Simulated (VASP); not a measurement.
# MgS (Fm-3m) in VASP: relaxation of cell and atoms with LDA

Aim: the relaxation of cell and atoms of MgS with LDA.

Everything below comes from runs of VASP 6.6.1. Logs are shortened: lines on timing, memory, paths and dates and some standing lists are left out, and cuts for length are marked.

## (1) The cell of the first run

It takes space group Fm-3m (No. 225, cubic). Conventional cell: a = 5.230 Å, b = 5.230 Å, c = 5.230 Å, α = 90.00°, β = 90.00°, γ = 90.00°. Mg (site symmetry m-3m) has 6 S at 2.61 Å within 3.4 Å. Within 3.4 Å of S (site symmetry m-3m) lie 6 Mg at 2.61 Å.

## (2) Relaxation of cell and atoms, LDA

Input file INCAR:

```
PREC = Accurate ; ENCUT = 750
EDIFF = 1E-7 ; ISMEAR = -1
SIGMA = 0.02 ; LREAL = F
LASPH = T ; NELM = 120
ALGO = Normal ; ISIF = 3
LWAVE = F ; LCHARG = F
GGA = CA ; IBRION = 2
NSW = 80 ; EDIFFG = -0.005
GGA_COMPAT = F ; NELMIN = 4
```

Input file KPOINTS:

```
Automatic mesh
0
Gamma
  8 8 8
```

Input file POSCAR:

```
MgS
1.0
    0.0000000000      2.6148774647      2.6148774647
    2.6148774647      0.0000000000      2.6148774647
    2.6148774647      2.6148774647      0.0000000000
Mg S
1 1
Direct
    0.0000000000      0.0000000000      0.0000000000
    0.5000000000      0.5000000000      0.5000000000
```

Potentials or basis: VASP PAW LDA potentials, release 64 (Mg_sv, S).

On the command line:

```console
$ cat potpaw_LDA.64/Mg_sv/POTCAR potpaw_LDA.64/S/POTCAR > POTCAR
$ mpirun -np 1 vasp_std > vasp.out
```

OUTCAR:

```text
PREC = Accurate
   ENCUT = 750
   EDIFF = 1E-7
   ISMEAR = -1
   LREAL = F
   LASPH = T
   NELM = 120
   ISIF = 3
   GGA = CA
   IBRION = 2
   NSW = 80
   EDIFFG = -0.005
   NELMIN = 4

 ion  position               nearest neighbor table
   1  0.000  0.000  0.000-
   2  0.500  0.500  0.500-

  LATTYP: Found a face centered cubic cell.
 ALAT       =     5.2297549294

  Lattice vectors:

 A1 = (   0.0000000000,   2.6148774647,   2.6148774647)
 A2 = (   2.6148774647,   0.0000000000,   2.6148774647)
 A3 = (   2.6148774647,   2.6148774647,   0.0000000000)

Analysis of symmetry for initial positions (statically):
=====================================================================
 Subroutine PRICEL returns:
 Original cell was already a primitive cell.

 Routine SETGRP: Setting up the symmetry group for a
 face centered cubic supercell.

 Subroutine GETGRP returns: Found 48 space group operations
 (whereof 48 operations were pure point group operations)
 out of a pool of 48 trial point group operations.

The static configuration has the point symmetry O_h .

Analysis of symmetry for dynamics (positions and initial velocities):
=====================================================================
 Subroutine PRICEL returns:
 Original cell was already a primitive cell.

 Routine SETGRP: Setting up the symmetry group for a
 face centered cubic supercell.

 Subroutine GETGRP returns: Found 48 space group operations
 (whereof 48 operations were pure point group operations)
 out of a pool of 48 trial point group operations.

The dynamic configuration has the point symmetry O_h .

 Subroutine INISYM returns: Found 48 space group operations
 (whereof 48 operations are pure point group operations),
 and found     1 'primitive' translations

----------------------------------------------------------------------------------------

                                     Primitive cell

  volume of cell :      35.7589

  direct lattice vectors                    reciprocal lattice vectors
     0.000000000  2.614877465  2.614877465    -0.191213549  0.191213549  0.191213549
     2.614877465  0.000000000  2.614877465     0.191213549 -0.191213549  0.191213549
     2.614877465  2.614877465  0.000000000     0.191213549  0.191213549 -0.191213549

  length of vectors
     3.697995175  3.697995175  3.697995175     0.331191582  0.331191582  0.331191582

  position of ions in fractional coordinates (direct lattice)
     0.000000000  0.000000000  0.000000000
     0.500000000  0.500000000  0.500000000

  ion indices of the primitive-cell ions
   primitive index   ion index
                 1           1
                 2           2

----------------------------------------------------------------------------------------

 KPOINTS: Automatic mesh

Automatic generation of k-mesh.
 Grid dimensions read from file:
 generate k-points for:    8    8    8

 Generating k-lattice:

  Cartesian coordinates                     Fractional coordinates (reciprocal lattice)
    -0.023901694  0.023901694  0.023901694     0.125000000  0.000000000  0.000000000
     0.023901694 -0.023901694  0.023901694     0.000000000  0.125000000  0.000000000
     0.023901694  0.023901694 -0.023901694     0.000000000  0.000000000  0.125000000

  Length of vectors
     0.041398948  0.041398948  0.041398948

  Shift w.r.t. Gamma in fractional coordinates (k-lattice)
     0.000000000  0.000000000  0.000000000

 Subroutine IBZKPT returns following result:
 ===========================================

 Found     29 irreducible k-points:

 Following reciprocal coordinates:
            Coordinates               Weight
  0.000000  0.000000  0.000000      1.000000
  0.125000  0.000000  0.000000      8.000000
  0.250000  0.000000  0.000000      8.000000
  0.375000  0.000000  0.000000      8.000000
  0.500000  0.000000  0.000000      4.000000
  0.125000  0.125000  0.000000      6.000000
[... 16 lines left out ...]
  0.500000  0.250000  0.125000     48.000000
 -0.375000  0.250000  0.125000     24.000000
 [... further k-points ...]
   k-points           NKPTS =     29   k-points in BZ     NKDIM =     29   number of bands    NBANDS=     12
   number of dos      NEDOS =    301   number of ions     NIONS =      2
   total plane-waves  NPLWV =  46656
   dimension x,y,z NGX =    36 NGY =   36 NGZ =   36
   dimension x,y,z NGXF=    72 NGYF=   72 NGZF=   72
   ions per type =               1   1
   NGX,Y,Z   is equivalent  to a cutoff of  16.18, 16.18, 16.18 a.u.
   NGXF,Y,Z  is equivalent  to a cutoff of  32.37, 32.37, 32.37 a.u.
 SYSTEM =  unknown system
   PREC   = accura    normal or accurate (medium, high low for compatibility)
   ISTART =      0    job   : 0-new  1-cont  2-samecut
   ICHARG =      2    charge: 1-file 2-atom 10-const
   ISPIN  =      1    spin polarized calculation?
   LNONCOLLINEAR =      F non collinear calculations
   LSORBIT =      F    spin-orbit coupling
   LASPH  =      T    aspherical Exc in radial PAW
   ENCUT  =  750.0 eV  55.12 Ry    7.42 a.u.   8.26  8.26  8.26*2*pi/ulx,y,z
   NELM   =    120;   NELMIN=  4; NELMDL= -5     # of ELM steps
   EDIFF  = 0.1E-06   stopping-criterion for ELM
   LREAL  =      F    real-space projection
   EDIFFG = -.5E-02   stopping-criterion for IOM
   NSW    =     80    number of steps for IOM
   IBRION =      2    ionic relax: 0-MD 1-quasi-New 2-CG
   NFREE  =      1    steps in history (QN), initial steepest desc. (CG)
   ISIF   =      3    stress and relaxation
   ISYM   =      2    0-nonsym 1-usesym 2-fastsym
   POTIM  = 0.5000    time-step for ionic-motion
   TEBEG  =    0.0;   TEEND  =   0.0 temperature during run
   PSTRESS=    0.0 pullay stress
   NELECT =      16.0000    total number of electrons
   NUPDOWN=      -1.0000    fix difference up-down
   EMIN   =  10.00;   EMAX   =-10.00  energy-range for DOS
   EFERMI =   0.00;   METHOD = LEGACY
   ISMEAR =    -1;   SIGMA  =   0.02  broadening in eV -4-tet -1-fermi 0-gaus
   EFERMI_NEDOS =   21; number of points for ismear=-14 and -15
   IALGO  =     38    algorithm
   IMIX   =      4    mixing-type and parameters
     AMIX     =   0.40;   BMIX     =  1.00
     AMIX_MAG =   1.60;   BMIX_MAG =  1.00
  volume/ion in A,a.u.               =      17.88       120.66
  Fermi-wavevector in a.u.,A,eV,Ry     =   1.252142  2.366205 21.332015  1.567859
  Thomas-Fermi vector in A             =   2.386056
   LORBIT       =      0    0 simple, 1 ext, 2 COOP (PROOUT), +10 PAW based schemes
   GGA     = CA    functional components
   LHFCALC =     F    Hartree Fock is set to
   AEXX    =    0.0000 exact exchange contribution
   IVDW    =     0    specifies the selected vdW correction
   LEPSILON=     F    determine dielectric tensor
   LRPA    =     F    only Hartree local field effects (RPA)
 conjugate gradient relaxation of ions
 non-spin polarized calculation
  energy-cutoff  :      750.00
  volume of cell :       35.76
 maximum number of plane-waves:      1700
 NGX is ok and might be reduce to    36
   NGX = 17   NGY = 17   NGZ = 17

--------------------------------------- Ionic step        1  -------------------------------------------

 number of electron      16.0000007 magnetization

 Free energy of the ion-electron system (eV)
  ---------------------------------------------------
  ext. energy  EPLUGINS =         0.00000000
  ---------------------------------------------------
  free energy    TOTEN  =        -9.46704273 eV

  energy without entropy =       -9.46704273  energy(sigma->0) =       -9.46704273

------------------------ aborting loop because EDIFF is reached ----------------------------------------

  FORCE on cell =-STRESS in cart. coord.  units (eV):
  Direction    XX          YY          ZZ          XY          YZ          ZX
  --------------------------------------------------------------------------------------
  -------------------------------------------------------------------------------------
  Total       -1.0067581     -1.0067581     -1.0067581     -0.0000000     -0.0000000      0.0000000
  in kB      -45.1078044    -45.1078044    -45.1078044     -0.0000000     -0.0000000      0.0000000
  external PRESSURE =     -45.1078044 kB  Pullay stress =       0.0000000 kB

 VOLUME and BASIS-vectors are now :
 -----------------------------------------------------------------------------
  energy-cutoff  :      750.00
  volume of cell :       35.76
      direct lattice vectors                 reciprocal lattice vectors
     0.000000000  2.614877465  2.614877465    -0.191213549  0.191213549  0.191213549
     2.614877465  0.000000000  2.614877465     0.191213549 -0.191213549  0.191213549
     2.614877465  2.614877465  0.000000000     0.191213549  0.191213549 -0.191213549
[... 37 lines left out ...]
 POSITION                                       TOTAL-FORCE (eV/Angst)
 -----------------------------------------------------------------------------------
      5.10275      5.10275      5.10275         0.000000      0.000000      0.000000
      2.55138      2.55138      2.55138        -0.000000      0.000000     -0.000000
 -----------------------------------------------------------------------------------
    total drift:                                0.000000      0.000000      0.000000

  FREE ENERGIE OF THE ION-ELECTRON SYSTEM (eV)
  ---------------------------------------------------
  free  energy   TOTEN  =        -9.4960847734 eV

  energy  without entropy=       -9.4960847734  energy(sigma->0) =       -9.49608477

--------------------------------------- Ionic step        3  -------------------------------------------

 number of electron      15.9999993 magnetization

 Free energy of the ion-electron system (eV)
  ---------------------------------------------------
  ext. energy  EPLUGINS =         0.00000000
  ---------------------------------------------------
  free energy    TOTEN  =        -9.49783350 eV

  energy without entropy =       -9.49783350  energy(sigma->0) =       -9.49783350

 E-fermi :   4.2452     XC(G=0): -10.3620

 val. band max:        3.8338053880   @ k =   0.0000   0.0000   0.0000
 cond. band min:       6.5052851012   @ k =   0.5000   0.5000   0.0000
 fundamental gap:      2.6714797132
 Fermi energy:         4.2452185574

 k-point     1 :       0.0000    0.0000    0.0000
  band No.  band energies     occupation
      1     -69.9466      2.00000
      2     -37.4379      2.00000
      3     -37.4379      2.00000
      4     -37.4379      2.00000
      5      -9.0670      2.00000
      6       3.8338      2.00000
      7       3.8338      2.00000
      8       3.8338      2.00000
      9       7.6985      0.00000
     10      11.6358      0.00000
     11      11.6358      0.00000
     12      11.6358      0.00000

 k-point     2 :       0.1250    0.0000    0.0000
  band No.  band energies     occupation
      1     -69.9465      2.00000
      2     -37.4393      2.00000
      3     -37.4381      2.00000
      4     -37.4381      2.00000
      5      -8.9018      2.00000
      6       2.7295      2.00000
      7       3.7212      2.00000
      8       3.7212      2.00000
      9       8.4920      0.00000
     10      11.3525      0.00000
     11      11.9051      0.00000
     12      11.9051      0.00000
[... 316 lines left out ...]
 k-point    24 :      -0.3750    0.2500    0.1250
  band No.  band energies     occupation
      1     -69.9460      2.00000
      2     -37.4454      2.00000
      3     -37.4412      2.00000
      4     -37.4398      2.00000
      5      -7.3930      2.00000
      6      -0.7613      2.00000
      7       1.5264      2.00000
      8       2.5807      2.00000
      9       9.3431      0.00000
     10       9.8809      0.00000
     11      12.2423      0.00000
     12      13.3398      0.00000

 [... further k-points ...]

------------------------ aborting loop because EDIFF is reached ----------------------------------------

  FORCE on cell =-STRESS in cart. coord.  units (eV):
  Direction    XX          YY          ZZ          XY          YZ          ZX
  --------------------------------------------------------------------------------------
  -------------------------------------------------------------------------------------
  Total        0.0023092      0.0023092      0.0023092     -0.0000000      0.0000000     -0.0000000
  in kB        0.1098585      0.1098585      0.1098585     -0.0000000      0.0000000     -0.0000000
  external PRESSURE =       0.1098585 kB  Pullay stress =       0.0000000 kB

 VOLUME and BASIS-vectors are now :
 -----------------------------------------------------------------------------
  energy-cutoff  :      750.00
  volume of cell :       33.68
      direct lattice vectors                 reciprocal lattice vectors
    -0.000000000  2.563128405  2.563128405    -0.195074113  0.195074113  0.195074113
     2.563128405 -0.000000000  2.563128405     0.195074113 -0.195074113  0.195074113
     2.563128405  2.563128405 -0.000000000     0.195074113  0.195074113 -0.195074113

 POSITION                                       TOTAL-FORCE (eV/Angst)
 -----------------------------------------------------------------------------------
      0.00000      0.00000      0.00000         0.000000      0.000000     -0.000000
      2.56313      2.56313      2.56313        -0.000000      0.000000      0.000000
 -----------------------------------------------------------------------------------
    total drift:                                0.000000      0.000000      0.000000

  FREE ENERGIE OF THE ION-ELECTRON SYSTEM (eV)
  ---------------------------------------------------
  free  energy   TOTEN  =        -9.4978334974 eV

  energy  without entropy=       -9.4978334974  energy(sigma->0) =       -9.49783350

 reached required accuracy - stopping structural energy minimisation
```

Wall time 28 s (1 thread of Intel Xeon Platinum 8488C (Sapphire Rapids), shared host); peak memory 0.18 GiB.

Results:

```
Free energy                           : -9.4978 eV
Relaxed volume                        : 16.84 Å³/atom
Relaxed cell                          : a = 3.625 Å, b = 3.625 Å, c = 3.625 Å, α = 60.00°, β = 60.00°, γ = 60.00°
Space group after relaxing (to 0.1 Å) : Fm-3m (No. 225)
Energy gained by relaxing             : 15.4 meV/atom
Ionic steps                           : 3
Pressure after relaxing               : 0.0 GPa
Band gap on the k mesh                : 2.67 eV (least direct gap 3.86 eV)
```

Step by step:
```tsv
step	energy change (eV)	largest force (eV/Å)	pressure (GPa)	volume (Å³)
1	0.0000	0.0000	-4.51	35.76
2	-0.0290	0.0000	1.22	33.22
3	-0.0308	0.0000	0.01	33.68
```

Final structure:
```cif
data_structure
_symmetry_space_group_name_H-M 'P 1'
_symmetry_Int_Tables_number 1
_cell_length_a 3.6248
_cell_length_b 3.6248
_cell_length_c 3.6248
_cell_angle_alpha 60.000
_cell_angle_beta 60.000
_cell_angle_gamma 60.000
_cell_volume 33.68
loop_
_atom_site_label
_atom_site_type_symbol
_atom_site_fract_x
_atom_site_fract_y
_atom_site_fract_z
_atom_site_occupancy
Mg1 Mg 0.00000 0.00000 0.00000 1
S1 S 0.50000 0.50000 0.50000 1
```

Levels at points of the mesh, in eV from the valence-band top:
```
           k point  band 6  band 7  band 8  band 9  band 10  band 11
(0.00, 0.00, 0.00)    0.00    0.00    0.00    3.86     7.80     7.80
(0.50, 0.00, 0.00)   -5.15   -0.65   -0.65    4.44     6.80     6.80
(0.50, 0.50, 0.00)   -4.48   -1.81   -1.81    2.67     4.11    12.24
```
